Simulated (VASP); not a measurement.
# LiF (Pm-3m) in VASP: further runs

Runs on LiF. Level: r2SCAN. Tasks: single point.

Program: VASP 6.6.1. These are calculated values, not measurements. Logs are shortened: lines on timing, memory, paths and dates and some standing lists are left out, and cuts for length are marked.

**1. The cell of the first run**

It takes space group Pm-3m (No. 221, cubic). The conventional cell has a = 2.541 Å, b = 2.541 Å, c = 2.541 Å, α = 90.00°, β = 90.00°, γ = 90.00°. Within 2.9 Å of Li (site symmetry m-3m) lie 8 F at 2.20 Å and 6 Li at 2.54 Å. Within 2.9 Å of F (site symmetry m-3m) lie 8 Li at 2.20 Å and 6 F at 2.54 Å.

**2. Single point, r2SCAN (8.20 Å³/atom)**

The input, POSCAR:

```
LiF
1.0
    2.5411735149      0.0000000000      0.0000000000
    0.0000000000      2.5411735149      0.0000000000
    0.0000000000      0.0000000000      2.5411735149
Li F
1 1
Direct
    0.0000000000      0.0000000000      0.0000000000
    0.5000000000      0.5000000000      0.5000000000
```

The input, INCAR.step1:

```
SYSTEM = LiF
PREC = Accurate
ENCUT = 520
ISMEAR = 0
SIGMA = 0.01
LREAL = .FALSE.
LASPH = .TRUE.
NELM = 80
NBANDS = 12
GGA = PE
ALGO = Normal
EDIFF = 1E-4
LWAVE = .TRUE.
LCHARG = .FALSE.
```

The input, INCAR.step2:

```
SYSTEM = LiF
PREC = Accurate
ENCUT = 520
EDIFF = 1E-7
ISMEAR = 0
SIGMA = 0.01
LREAL = .FALSE.
LASPH = .TRUE.
NELM = 80
ALGO = Normal
ISIF = 2
LWAVE = .FALSE.
LCHARG = .TRUE.
METAGGA = R2SCAN
LMIXTAU = .TRUE.
LELF = .TRUE.
LVHAR = .TRUE.
NBANDS = 12
ISTART = 1
```

The input, KPOINTS:

```
regular mesh
0
G
  8 8 8
  0 0 0
```

Potentials or basis: VASP PAW PBE potentials, release 64 (Li_sv, F).

Started as:

```console
> cat potpaw_PBE.64/Li_sv/POTCAR potpaw_PBE.64/F/POTCAR > POTCAR
> cp INCAR.step1 INCAR
> mpirun -np 1 vasp_std > vasp.out
> cp INCAR.step2 INCAR
> mpirun -np 1 vasp_std > vasp.out
```

OUTCAR:

```text
SYSTEM = LiF
   PREC = Accurate
   ENCUT = 520
   EDIFF = 1E-7
   ISMEAR = 0
   LREAL = .FALSE.
   LASPH = .TRUE.
   NELM = 80
   ISIF = 2
   METAGGA = R2SCAN
   ISTART = 1

 ion  position               nearest neighbor table
   1  0.000  0.000  0.000-   2 2.20   2 2.20   2 2.20   2 2.20   2 2.20   2 2.20   2 2.20   2 2.20

   2  0.500  0.500  0.500-   1 2.20   1 2.20   1 2.20   1 2.20   1 2.20   1 2.20   1 2.20   1 2.20

  LATTYP: Found a simple cubic cell.
 ALAT       =     2.5411735149

  Lattice vectors:

 A1 = (   2.5411735149,   0.0000000000,   0.0000000000)
 A2 = (   0.0000000000,   2.5411735149,   0.0000000000)
 A3 = (   0.0000000000,   0.0000000000,   2.5411735149)

Analysis of symmetry for initial positions (statically):
=====================================================================
 Subroutine PRICEL returns:
 Original cell was already a primitive cell.

 Routine SETGRP: Setting up the symmetry group for a
 simple cubic supercell.

 Subroutine GETGRP returns: Found 48 space group operations
 (whereof 48 operations were pure point group operations)
 out of a pool of 48 trial point group operations.

The static configuration has the point symmetry O_h .

Analysis of symmetry for dynamics (positions and initial velocities):
=====================================================================
 Subroutine PRICEL returns:
 Original cell was already a primitive cell.

 Routine SETGRP: Setting up the symmetry group for a
 simple cubic supercell.

 Subroutine GETGRP returns: Found 48 space group operations
 (whereof 48 operations were pure point group operations)
 out of a pool of 48 trial point group operations.

The dynamic configuration has the point symmetry O_h .

 Subroutine INISYM returns: Found 48 space group operations
 (whereof 48 operations are pure point group operations),
 and found     1 'primitive' translations

----------------------------------------------------------------------------------------

                                     Primitive cell

  volume of cell :      16.4098

  direct lattice vectors                    reciprocal lattice vectors
     2.541173515  0.000000000  0.000000000     0.393518976  0.000000000  0.000000000
     0.000000000  2.541173515  0.000000000     0.000000000  0.393518976  0.000000000
     0.000000000  0.000000000  2.541173515     0.000000000  0.000000000  0.393518976

  length of vectors
     2.541173515  2.541173515  2.541173515     0.393518976  0.393518976  0.393518976

  position of ions in fractional coordinates (direct lattice)
     0.000000000  0.000000000  0.000000000
     0.500000000  0.500000000  0.500000000

  ion indices of the primitive-cell ions
   primitive index   ion index
                 1           1
                 2           2

----------------------------------------------------------------------------------------

 KPOINTS: regular mesh

Automatic generation of k-mesh.
 Grid dimensions read from file:
 generate k-points for:    8    8    8

 Generating k-lattice:

  Cartesian coordinates                     Fractional coordinates (reciprocal lattice)
     0.049189872  0.000000000  0.000000000     0.125000000  0.000000000  0.000000000
     0.000000000  0.049189872  0.000000000     0.000000000  0.125000000  0.000000000
     0.000000000  0.000000000  0.049189872     0.000000000  0.000000000  0.125000000

  Length of vectors
     0.049189872  0.049189872  0.049189872

  Shift w.r.t. Gamma in fractional coordinates (k-lattice)
     0.000000000  0.000000000  0.000000000

 Subroutine IBZKPT returns following result:
 ===========================================

 Found     35 irreducible k-points:

 Following reciprocal coordinates:
            Coordinates               Weight
  0.000000  0.000000  0.000000      1.000000
  0.125000  0.000000  0.000000      6.000000
  0.250000  0.000000  0.000000      6.000000
  0.375000  0.000000  0.000000      6.000000
  0.500000  0.000000  0.000000      3.000000
  0.125000  0.125000  0.000000     12.000000
[... 16 lines left out ...]
  0.375000  0.375000  0.125000     24.000000
  0.500000  0.375000  0.125000     24.000000
 [... further k-points ...]
   k-points           NKPTS =     35   k-points in BZ     NKDIM =     35   number of bands    NBANDS=     12
   number of dos      NEDOS =    301   number of ions     NIONS =      2
   total plane-waves  NPLWV =   8000
   dimension x,y,z NGX =    20 NGY =   20 NGZ =   20
   dimension x,y,z NGXF=    40 NGYF=   40 NGZF=   40
   ions per type =               1   1
   NGX,Y,Z   is equivalent  to a cutoff of  13.08, 13.08, 13.08 a.u.
   NGXF,Y,Z  is equivalent  to a cutoff of  26.17, 26.17, 26.17 a.u.
 SYSTEM =  LiF
   PREC   = accura    normal or accurate (medium, high low for compatibility)
   ISTART =      1    job   : 0-new  1-cont  2-samecut
   ICHARG =      0    charge: 1-file 2-atom 10-const
   ISPIN  =      1    spin polarized calculation?
   LNONCOLLINEAR =      F non collinear calculations
   LSORBIT =      F    spin-orbit coupling
   LASPH  =      T    aspherical Exc in radial PAW
   ENCUT  =  520.0 eV  38.22 Ry    6.18 a.u.   4.72  4.72  4.72*2*pi/ulx,y,z
   NELM   =     80;   NELMIN=  2; NELMDL=  0     # of ELM steps
   EDIFF  = 0.1E-06   stopping-criterion for ELM
   LREAL  =      F    real-space projection
   EDIFFG = 0.1E-05   stopping-criterion for IOM
   NSW    =      0    number of steps for IOM
   IBRION =     -1    ionic relax: 0-MD 1-quasi-New 2-CG
   NFREE  =      0    steps in history (QN), initial steepest desc. (CG)
   ISIF   =      2    stress and relaxation
   ISYM   =      2    0-nonsym 1-usesym 2-fastsym
   POTIM  = 0.5000    time-step for ionic-motion
   TEBEG  =    0.0;   TEEND  =   0.0 temperature during run
   PSTRESS=    0.0 pullay stress
   NELECT =      10.0000    total number of electrons
   NUPDOWN=      -1.0000    fix difference up-down
   EMIN   =  10.00;   EMAX   =-10.00  energy-range for DOS
   EFERMI =   0.00;   METHOD = LEGACY
   ISMEAR =     0;   SIGMA  =   0.01  broadening in eV -4-tet -1-fermi 0-gaus
   EFERMI_NEDOS =   21; number of points for ismear=-14 and -15
   IALGO  =     38    algorithm
   IMIX   =      4    mixing-type and parameters
     AMIX     =   0.40;   BMIX     =  1.00
     AMIX_MAG =   1.60;   BMIX_MAG =  1.00
  volume/ion in A,a.u.               =       8.20        55.37
  Fermi-wavevector in a.u.,A,eV,Ry     =   1.387950  2.622845 26.210337  1.926405
  Thomas-Fermi vector in A             =   2.512123
   LORBIT       =      0    0 simple, 1 ext, 2 COOP (PROOUT), +10 PAW based schemes
   METAGGA = R2SCAN    functional components
   LHFCALC =     F    Hartree Fock is set to
   AEXX    =    0.0000 exact exchange contribution
   IVDW    =     0    specifies the selected vdW correction
   LEPSILON=     F    determine dielectric tensor
   LRPA    =     F    only Hartree local field effects (RPA)
 non-spin polarized calculation
 Gauss-broadening in eV      SIGMA  =   0.01
  energy-cutoff  :      520.00
  volume of cell :       16.41
 maximum number of plane-waves:       466
 NGX is ok and might be reduce to    20
   NGX =  9   NGY =  9   NGZ =  9

 number of electron      10.0000022 magnetization

 Free energy of the ion-electron system (eV)
  ---------------------------------------------------
  ext. energy  EPLUGINS =         0.00000000
  ---------------------------------------------------
  free energy    TOTEN  =       -11.26818465 eV

  energy without entropy =      -11.26818465  energy(sigma->0) =      -11.26818465

 E-fermi :  -0.0860     XC(G=0): -10.5801

 val. band max:       -0.3459581767   @ k =   0.5000   0.5000   0.0000
 cond. band min:       8.4797200667   @ k =   0.0000   0.0000   0.0000
 fundamental gap:      8.8256782435
 Fermi energy:        -0.0859899171

 k-point     1 :       0.0000    0.0000    0.0000
  band No.  band energies     occupation
      1     -44.3586      2.00000
      2     -22.3766      2.00000
      3      -1.0516      2.00000
      4      -1.0516      2.00000
      5      -1.0516      2.00000
      6       8.4797      0.00000
      7      19.6793      0.00000
      8      19.6793      0.00000
      9      22.6050      0.00000
     10      22.6050      0.00000
     11      22.6050      0.00000
     12      39.7166      0.00000

 k-point     2 :       0.1250    0.0000    0.0000
  band No.  band energies     occupation
      1     -44.3515      2.00000
      2     -22.3113      2.00000
      3      -1.5879      2.00000
      4      -0.9938      2.00000
      5      -0.9938      2.00000
      6       8.8321      0.00000
      7      18.0197      0.00000
      8      20.0496      0.00000
      9      22.5141      0.00000
     10      22.5141      0.00000
     11      25.2222      0.00000
     12      37.7741      0.00000

 k-point     3 :       0.2500    0.0000    0.0000
  band No.  band energies     occupation
      1     -44.3347      2.00000
      2     -22.1497      2.00000
      3      -2.7289      2.00000
      4      -0.8513      2.00000
      5      -0.8513      2.00000
      6       9.4581      0.00000
      7      16.3381      0.00000
      8      21.1600      0.00000
      9      22.2531      0.00000
     10      22.2531      0.00000
     11      29.7403      0.00000
     12      33.0173      0.00000
[... 286 lines left out ...]
 k-point    23 :       0.3750    0.3750    0.1250
  band No.  band energies     occupation
      1     -44.2781      2.00000
      2     -21.4661      2.00000
      3      -3.3080      2.00000
      4      -3.2417      2.00000
      5      -0.8541      2.00000
      6      13.1327      0.00000
      7      14.6878      0.00000
      8      14.8899      0.00000
      9      22.8753      0.00000
     10      24.3711      0.00000
     11      28.8436      0.00000
     12      30.9797      0.00000

 k-point    24 :       0.5000    0.3750    0.1250
  band No.  band energies     occupation
      1     -44.2722      2.00000
      2     -21.3848      2.00000
      3      -3.6512      2.00000
      4      -3.2038      2.00000
      5      -0.7904      2.00000
      6      13.6536      0.00000
      7      14.1323      0.00000
      8      14.8102      0.00000
      9      22.1561      0.00000
     10      24.9773      0.00000
     11      28.4362      0.00000
     12      30.3221      0.00000

 [... further k-points ...]

------------------------ aborting loop because EDIFF is reached ----------------------------------------

  FORCE on cell =-STRESS in cart. coord.  units (eV):
  Direction    XX          YY          ZZ          XY          YZ          ZX
  --------------------------------------------------------------------------------------
  -------------------------------------------------------------------------------------
  Total       -0.3445433     -0.3445433     -0.3445433      0.0000000      0.0000000     -0.0000000
  in kB      -33.6396456    -33.6396456    -33.6396456      0.0000000      0.0000000     -0.0000000
  external PRESSURE =     -33.6396456 kB  Pullay stress =       0.0000000 kB

 VOLUME and BASIS-vectors are now :
 -----------------------------------------------------------------------------
  energy-cutoff  :      520.00
  volume of cell :       16.41
      direct lattice vectors                 reciprocal lattice vectors
     2.541173515  0.000000000  0.000000000     0.393518976  0.000000000  0.000000000
     0.000000000  2.541173515  0.000000000     0.000000000  0.393518976  0.000000000
     0.000000000  0.000000000  2.541173515     0.000000000  0.000000000  0.393518976

 POSITION                                       TOTAL-FORCE (eV/Angst)
 -----------------------------------------------------------------------------------
      0.00000      0.00000      0.00000         0.000000      0.000000      0.000000
      1.27059      1.27059      1.27059         0.000000      0.000000      0.000000
 -----------------------------------------------------------------------------------
    total drift:                                0.000000      0.000000      0.000000

  FREE ENERGIE OF THE ION-ELECTRON SYSTEM (eV)
  ---------------------------------------------------
  free  energy   TOTEN  =       -11.2681846530 eV

  energy  without entropy=      -11.2681846530  energy(sigma->0) =      -11.26818465
```

It took 27 s on 1 thread of Intel Xeon Platinum 8559C (Emerald Rapids), shared host; peak memory 0.12 GiB.

What came out:

| Item | Value |
| --- | --- |
| Free energy | -11.2682 eV |
| Band gap on the k mesh | 8.83 eV (least direct gap 9.53 eV) |

Levels at points of the mesh, in eV from the valence-band top:
```
           k point  band 1  band 2  band 3  band 4  band 5  band 6  band 7  band 8  band 9  band 10
(0.00, 0.00, 0.00)  -44.01  -22.03   -0.71   -0.71   -0.71    8.83   20.03   20.03   22.95    22.95
(0.50, 0.00, 0.00)  -43.97  -21.56   -3.77   -0.30   -0.30   10.26   15.59   22.13   22.13    25.70
(0.50, 0.50, 0.00)  -43.93  -21.02   -3.36   -3.36    0.00   14.73   15.05   15.05   20.80    26.34
(0.50, 0.50, 0.50)  -43.89  -20.57   -2.37   -2.37   -2.37   12.25   12.25   12.25   25.92    25.92
```

Caveat: the cutoff is under 1.25 times the usual one of these potentials, so pressure, stress and relaxed cells hold a basis-set (Pulay) error; the PAW data sets were made with another functional, which shifts forces and pressure a little. A k mesh can miss the band edges.

**3. Single point, r2SCAN (8.44 Å³/atom)**

This run uses another cell than the first one, of 8.44 Å³/atom.

The input, POSCAR:

```
LiF
1.0
    2.5656093746      0.0000000000      0.0000000000
    0.0000000000      2.5656093746      0.0000000000
    0.0000000000      0.0000000000      2.5656093746
Li F
1 1
Direct
    0.0000000000      0.0000000000      0.0000000000
    0.5000000000      0.5000000000      0.5000000000
```

The input, INCAR.step1:

```
ALGO     = Normal         # electronic algorithm
EDIFF    = 1E-4           # SCF threshold, eV
ENCUT    = 520            # plane-wave cutoff, eV
GGA      = PE             # functional
ISMEAR   = 0              # smearing method
LASPH    = True           # aspherical terms in the spheres
LCHARG   = False          # write CHGCAR
LREAL    = False          # projectors in reciprocal space
LWAVE    = True           # write WAVECAR
NBANDS   = 12             # bands
NELM     = 100            # most SCF steps
PREC     = Accurate       # precision mode
SIGMA    = 0.01           # smearing width, eV
```

The input, INCAR.step2:

```
ALGO     = Normal         # electronic algorithm
EDIFF    = 1E-6           # SCF threshold, eV
ENCUT    = 520            # plane-wave cutoff, eV
ISIF     = 2              # what is computed and relaxed
ISMEAR   = 0              # smearing method
ISTART   = 1            
LASPH    = True           # aspherical terms in the spheres
LCHARG   = True           # write CHGCAR
LELF     = True           # ELF
LMIXTAU  = True         
LREAL    = False          # projectors in reciprocal space
LVHAR    = True         
LWAVE    = False          # write WAVECAR
METAGGA  = R2SCAN         # meta-GGA
NBANDS   = 12             # bands
NELM     = 100            # most SCF steps
PREC     = Accurate       # precision mode
SIGMA    = 0.01           # smearing width, eV
```

The input, KPOINTS:

```
k-points
0
Gamma
  8 8 8
```

Potentials or basis: VASP PAW PBE potentials, release 64 (Li_sv, F).

Started as:

```console
> cat potpaw_PBE.64/Li_sv/POTCAR potpaw_PBE.64/F/POTCAR > POTCAR
> cp INCAR.step1 INCAR
> mpirun -np 1 vasp_std > vasp.out
> cp INCAR.step2 INCAR
> mpirun -np 1 vasp_std > vasp.out
```

It took 19 s on 1 thread of Intel Xeon Platinum 8559C (Emerald Rapids), shared host; peak memory 0.12 GiB.

The run converged. Its results:

- Free energy: -11.2559 eV
- Band gap on the k mesh: 8.57 eV (least direct gap 9.25 eV)

Levels at points of the mesh, in eV from the valence-band top:
| k point | band 1 | band 2 | band 3 | band 4 | band 5 | band 6 | band 7 | band 8 | band 9 | band 10 |
| --- | --- | --- | --- | --- | --- | --- | --- | --- | --- | --- |
| (0.00, 0.00, 0.00) | -44.06 | -21.91 | -0.68 | -0.68 | -0.68 | 8.57 | 19.84 | 19.84 | 22.59 | 22.59 |
| (0.50, 0.00, 0.00) | -44.02 | -21.47 | -3.63 | -0.28 | -0.28 | 10.11 | 15.26 | 21.85 | 21.85 | 25.44 |
| (0.50, 0.50, 0.00) | -43.98 | -20.96 | -3.23 | -3.23 | 0.00 | 14.53 | 14.81 | 14.81 | 20.48 | 25.92 |
| (0.50, 0.50, 0.50) | -43.95 | -20.54 | -2.27 | -2.27 | -2.27 | 12.16 | 12.16 | 12.16 | 25.47 | 25.47 |

Caveat: the cutoff is under 1.25 times the usual one of these potentials, so pressure, stress and relaxed cells hold a basis-set (Pulay) error; the PAW data sets were made with another functional, which shifts forces and pressure a little.

**4. Single point, r2SCAN**

This run uses another cell than the first one, of 7.97 Å³/atom.

The input, POSCAR:

```
LiF
1.0
    2.5162584446      0.0000000000      0.0000000000
    0.0000000000      2.5162584446      0.0000000000
    0.0000000000      0.0000000000      2.5162584446
Li F
1 1
Direct
    0.0000000000      0.0000000000      0.0000000000
    0.5000000000      0.5000000000      0.5000000000
```

The input, INCAR.step1:

```
SYSTEM = LiF
PREC = Accurate
ENCUT = 520
ISMEAR = 0
SIGMA = 0.01
LREAL = .FALSE.
LASPH = .TRUE.
NELM = 80
NBANDS = 12
GGA = PE
ALGO = Normal
EDIFF = 1E-4
LWAVE = .TRUE.
LCHARG = .FALSE.
```

The input, INCAR.step2:

```
SYSTEM = LiF
PREC = Accurate
ENCUT = 520
EDIFF = 1E-7
ISMEAR = 0
SIGMA = 0.01
LREAL = .FALSE.
LASPH = .TRUE.
NELM = 80
ALGO = Normal
ISIF = 2
LWAVE = .FALSE.
LCHARG = .TRUE.
METAGGA = R2SCAN
LMIXTAU = .TRUE.
LELF = .TRUE.
LVHAR = .TRUE.
NBANDS = 12
ISTART = 1
```

The input, KPOINTS:

```
Automatic mesh
0
G
  10 10 10
  0 0 0
```

Started as:

```console
> cat potpaw_PBE.64/Li_sv/POTCAR potpaw_PBE.64/F/POTCAR > POTCAR
> cp INCAR.step1 INCAR
> mpirun -np 1 vasp_std > vasp.out
> cp INCAR.step2 INCAR
> mpirun -np 1 vasp_std > vasp.out
```

Wall time 26 s (1 thread of Intel Xeon Platinum 8559C (Emerald Rapids), shared host); peak memory 0.12 GiB.

Results (log left out):

- Free energy: -11.2735 eV
- Band gap on the k mesh: 9.12 eV (least direct gap 9.86 eV)

Levels at points of the mesh, in eV from the valence-band top:
| k point | band 2 | band 3 | band 4 | band 5 | band 6 | band 7 | band 8 | band 9 |
| --- | --- | --- | --- | --- | --- | --- | --- | --- |
| (0.00, 0.00, 0.00) | -22.16 | -0.74 | -0.74 | -0.74 | 9.12 | 20.21 | 20.21 | 23.34 |
| (0.50, 0.00, 0.00) | -21.67 | -3.91 | -0.31 | -0.31 | 10.43 | 15.97 | 22.44 | 22.44 |
| (0.50, 0.50, 0.00) | -21.08 | -3.51 | -3.51 | 0.00 | 14.95 | 15.30 | 15.30 | 21.14 |
| (0.50, 0.50, 0.50) | -20.60 | -2.47 | -2.47 | -2.47 | 12.33 | 12.33 | 12.33 | 26.39 |

Caveat: the cutoff is under 1.25 times the usual one of these potentials, so pressure, stress and relaxed cells hold a basis-set (Pulay) error; the PAW data sets were made with another functional, which shifts forces and pressure a little. A k mesh can miss the band edges.

**5. Overview**

| cell | k mesh | gap on the mesh (eV) |
| --- | --- | --- |
| a = 2.541 Å, 2 atoms | 8 × 8 × 8 | 8.83 |
| a = 2.566 Å, 2 atoms | 8 × 8 × 8 | 8.57 |
| a = 2.516 Å, 2 atoms | 10 × 10 × 10 | 9.12 |

Alike in all rows: task single point; level r2SCAN; potentials or basis VASP PAW PBE potentials, release 64 (Li_sv, F); no spin polarisation; cutoff (eV) 520; smearing gaussian 0.01 eV.

Caveats: the cutoff is under 1.25 times the usual one of these potentials, so pressure, stress and relaxed cells hold a basis-set (Pulay) error; the PAW data sets were made with another functional, which shifts forces and pressure a little.

Absolute energies hang on the potentials; compare differences alone.
